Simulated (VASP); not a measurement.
## Ag: single point with PBE

Ag:

```
Ag
1.0
     2.94518    0.00000    0.00000
    -1.47259    2.55060    0.00000
     0.00000    0.00000    4.76931
Ag
2
Direct
  0.33333 0.66667 0.25000
  0.66667 0.33333 0.75000
```

```yaml
Program: VASP 6.6.1
Task: single point
Functional: PBE
Potentials_or_basis: VASP PAW PBE potentials, release 64 (Ag)
Cutoff: 500 eV
k_mesh: 6 × 6 × 4
Occupations: fermi-dirac, width 0.1 eV
Spin: no spin polarisation
```

| Quantity | Value |
| --- | --- |
| Pressure | 0.3 GPa |
| Band gap on the k mesh | zero (band 11 reaches 11.70 eV, above the bottom of band 12 at 4.40 eV) |

Stress tensor (GPa, compression positive):
```
 0.91  0.00  0.00
 0.00  0.91  0.00
 0.00  0.00 -0.85
```

Levels at points of the mesh, in eV from the Fermi level:
```tsv
k point	band 9	band 10	band 11	band 12	band 13	band 14
(0.00, 0.00, 0.00)	-3.98	-3.02	-3.02	-0.16	3.49	15.49
(0.50, 0.00, 0.00)	-2.84	-2.78	0.15	1.45	6.78	7.03
(0.00, 0.00, 0.50)	-3.31	-3.31	-3.31	-3.31	11.01	11.01
(0.50, 0.00, 0.50)	-2.83	-2.83	0.86	0.86	4.34	4.34
```

Run time: 7.4 s on 1 thread of Intel(R) Xeon(R) Platinum 8488C (Sapphire Rapids), with other jobs on the host, peak memory 0.15 GiB.

Caveat: the k points lie up to 0.41 Å⁻¹ apart.
